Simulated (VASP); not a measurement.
Here is a VASP 6.6.1 calculation.

INCAR

```
  ALGO = Normal
  EDIFF = 1E-8
  ENCUT = 520
  GGA = PS
  ISIF = 2
  ISMEAR = -1
  LASPH = T
  LCHARG = F
  LEFG = T
  LREAL = F
  LWAVE = F
  NBANDS = 15
  NELM = 80
  PREC = Accurate
  SIGMA = 0.01
```

KPOINTS

```
k-points
0
Gamma
  8 8 8
```

File POSCAR:

```
KI
1.0
    0.0000000000      3.5245500000      3.5950410000
    3.5245500000      0.0000000000      3.5950410000
    3.5245500000      3.5245500000      0.0000000000
K I
1 1
Direct
    0.0000000000      0.0000000000      0.0000000000
    0.5000000000      0.5000000000      0.5000000000
```

Potentials or basis: VASP PAW PBE potentials, release 64 (K_sv, I).

The run is started by

```sh
$ cat potpaw_PBE.64/K_sv/POTCAR potpaw_PBE.64/I/POTCAR > POTCAR
$ mpirun -np 1 vasp_std > vasp.out
```

Predict the band gap on the k mesh.

3.79 eV, direct.

Predict the pressure.

-0.4 GPa.

Stress tensor (GPa, compression positive):
```
-0.24  0.00  0.00
 0.00 -0.24  0.00
 0.00  0.00 -0.65
```

Caveat: the cell differs from its parent crystal (zz strain of +2 %); without QUAD_EFG the Cq values of the log hold for a quadrupole moment of 1 mb, not for the nuclei; the PAW data sets were made with another functional, which shifts forces and pressure a little; spin-orbit coupling is left out, which moves the levels of the heavy elements. A k mesh can miss the band edges.
